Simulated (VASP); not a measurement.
Runs of VASP 6.6.1 on Fe. It takes space group Fm-3m (No. 225, cubic). The conventional cell has a = 3.557 Å, b = 3.557 Å, c = 3.557 Å, α = 90.00°, β = 90.00°, γ = 90.00°. Fe (site symmetry m-3m) has 12 Fe at 2.52 Å within 3.3 Å. This isn't the form of Fe at room conditions, which is bcc.

| spin | gap on the mesh (eV) | pressure (GPa) | moment (μB) |
| --- | --- | --- | --- |
| collinear, ferromagnetic start | none | -10.3 | (a) |
| collinear | none | (b) | 1.63 |
| collinear, zero start | none | -21.7 | 0.00 |
| off | none | -21.8 | - |
| collinear, antiferromagnetic start | none | -10.1 | 0.00 |

Alike in all rows: task single point; level PBE; potentials or basis VASP PAW PBE potentials, release 64 (Fe); cell as given; k mesh 6 × 12 × 12; cutoff (eV) 520; smearing gaussian 0.1 eV.

Question: Estimate the missing entries.

Answer: (a) 2.76; (b) -13.2.

Caveats: the cell stands under tension.

A gap of «none» marks levels without a gap at the run's occupations.
